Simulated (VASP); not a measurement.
A run of VASP 6.6.1 is set up as follows.

The input INCAR:

```
PREC = Accurate
ENCUT = 520
EDIFF = 1E-7
ISMEAR = -1
SIGMA = 0.1
LREAL = False
LASPH = True
NELM = 100
ALGO = Normal
ISIF = 2
LWAVE = False
LCHARG = False
GGA = RP
NBANDS = 24
```

The input KPOINTS:

```
regular mesh
0
Gamma
  9 9 12
```

POSCAR

```
Au
1.0
    4.9111863214      0.0000000000      0.0000000000
   -2.4555931607      4.2532121170      0.0000000000
    0.0000000000      0.0000000000      2.9351666855
Au
3
Direct
    1.0000000000      1.0000000000      0.0000000000
    0.3333333333      0.6666666667      0.5000000000
    0.6666666667      0.3333333333      0.5000000000
```

Potentials or basis: VASP PAW PBE potentials, release 64 (Au).

Run with:

```sh
$ cat potpaw_PBE.64/Au/POTCAR > POTCAR
$ mpirun -np 1 vasp_std > vasp.out
```

(1) What does it give for the pressure?

(2) Estimate the band gap on the k mesh.

Results:

(1) -7.1 GPa.

(2) zero (an odd number of electrons rules out a gap without spin polarisation).

Caveat: the cell stands under tension; the PAW data sets were made with another functional, which shifts forces and pressure a little; spin-orbit coupling is left out, which moves the levels of the heavy elements.
